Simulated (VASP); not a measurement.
Si2Ru2N, 5 atoms in the cell. The structure is hexagonal, space group P6/mmm (No. 191). The conventional cell has a = 4.164 Å, b = 4.164 Å, c = 4.946 Å, α = 90.00°, β = 90.00°, γ = 120.00°. Si (site symmetry -6m2) has 3 Si at 2.40 Å and 3 N at 2.40 Å and 2 Ru at 2.47 Å within 3.2 Å. Ru (site symmetry -6m2) has 3 Ru at 2.40 Å and 2 Si at 2.47 Å within 3.2 Å. Within 3.2 Å of N (site symmetry 6/mmm) lie 6 Si at 2.40 Å. 

```yaml
Program: VASP 6.6.1
Task: single point
Functional: PBE
Potentials_or_basis: VASP PAW PBE potentials, release 64 (Si, Ru_pv, N)
Cutoff: 520 eV
k_mesh: 6 × 6 × 2
Occupations: gaussian, width 0.1 eV
Spin: collinear spin, ferromagnetic start
Starting_moments: "[0.0, 0.0, 1.0, 1.0, 0.0] μB"
Dipole_correction: no
Further_INCAR_settings: ALGO = Normal; EDIFF = 1e-06; NBANDS = 32
```

Potentials or basis: VASP PAW PBE potentials, release 64 (Si, Ru_pv, N).

Launch:

```console
$ cat potpaw_PBE.64/Si/POTCAR potpaw_PBE.64/Ru_pv/POTCAR potpaw_PBE.64/N/POTCAR > POTCAR
$ mpirun -np 1 vasp_std > vasp.out
```

Hardware: 1 thread of Intel(R) Xeon(R) Platinum 8259CL CPU @ 2.50GHz (Skylake/Cascade Lake), with other jobs on the host.

Task: How long does it take, and how much memory?

Result: Wall time 94 s on 1 thread of Intel(R) Xeon(R) Platinum 8259CL CPU @ 2.50GHz (Skylake/Cascade Lake), with other jobs on the host, peak memory 0.25 GiB. Counts: scf iterations 20, k points 14.
